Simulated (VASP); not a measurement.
HfO2: single point with PBE

The system is HfO2.

```
Hf O
1.0
     3.60430    0.00000    0.00000
     0.00000    3.60430    0.00000
     0.00000    0.00000    5.26397
Hf O
2 4
Cartesian
  1.8022 1.8022 2.6320
  0.0000 0.0000 0.0000
  0.0000 1.8022 3.4243
  1.8022 0.0000 4.4717
  1.8022 0.0000 1.8397
  0.0000 1.8022 0.7923
```

This cell differs from its parent crystal: mode 10 (309.8 1/cm) frozen in, largest displacement +0.225 Å.

```json
{"Program": "VASP 6.6.1", "Task": "single point", "Functional": "PBE", "Potentials or basis": "VASP PAW PBE potentials, release 64 (Hf_pv, O)", "Cutoff": "520 eV", "k mesh": "6 × 6 × 4", "Occupations": "gaussian, width 0.05 eV", "Spin": "no spin polarisation", "Dipole correction": "no", "Further INCAR settings": "ALGO = Normal; EDIFF = 1e-06; NBANDS = 31"}
```

| Property | Result |
| --- | --- |
| Pressure | 14.1 GPa |
| Largest force | 1.754 eV/Å |
| Band gap on the k mesh | 4.57 eV, indirect (least direct gap 4.88 eV) |

Forces on the atoms (eV/Å):
```
Hf   0.000  0.000  0.000
Hf   0.000  0.000  0.000
O    0.000  0.000  1.754
O    0.000  0.000 -1.754
O    0.000  0.000 -1.754
O    0.000  0.000  1.754
```

Stress tensor (GPa, compression positive):
```
13.37  0.00  0.00
 0.00 13.37  0.00
 0.00  0.00 15.63
```

Levels at points of the mesh, in eV from the valence-band top:
```csv
k point,band 18,band 19,band 20,band 21,band 22,band 23,band 24,band 25,band 26,band 27
"(0.00, 0.00, 0.00)",-1.95,-1.88,-0.68,-0.68,-0.31,4.57,5.03,5.35,5.85,8.59
"(0.50, 0.00, 0.00)",-2.45,-1.68,-1.68,-0.35,-0.35,5.03,5.03,6.41,6.41,6.71
"(0.50, 0.50, 0.00)",-2.30,-1.38,-1.38,-0.30,-0.30,5.42,5.42,5.82,5.82,6.85
"(0.00, 0.00, 0.50)",-2.60,-1.26,-1.26,-0.64,-0.64,5.15,5.15,6.20,6.20,8.16
"(0.50, 0.00, 0.50)",-2.02,-1.85,-1.85,-1.05,-1.05,5.00,5.00,6.20,6.20,6.87
"(0.50, 0.50, 0.50)",-1.98,-1.98,-1.98,-1.00,-1.00,5.39,5.39,6.53,6.53,6.53
```

Wall time 46 s on 1 thread of Intel(R) Xeon(R) Platinum 8488C (Sapphire Rapids), on a shared host, peak memory 0.2 GiB.

Caveat: the cell differs from its parent crystal (mode 10 (309.8 1/cm) frozen in, largest displacement +0.225 Å); spin-orbit coupling is left out, which moves the levels of the heavy elements; forces of over 1 eV/Å act on the atoms, so gaps and moduli don't describe the material at rest. A k mesh can miss the band edges.
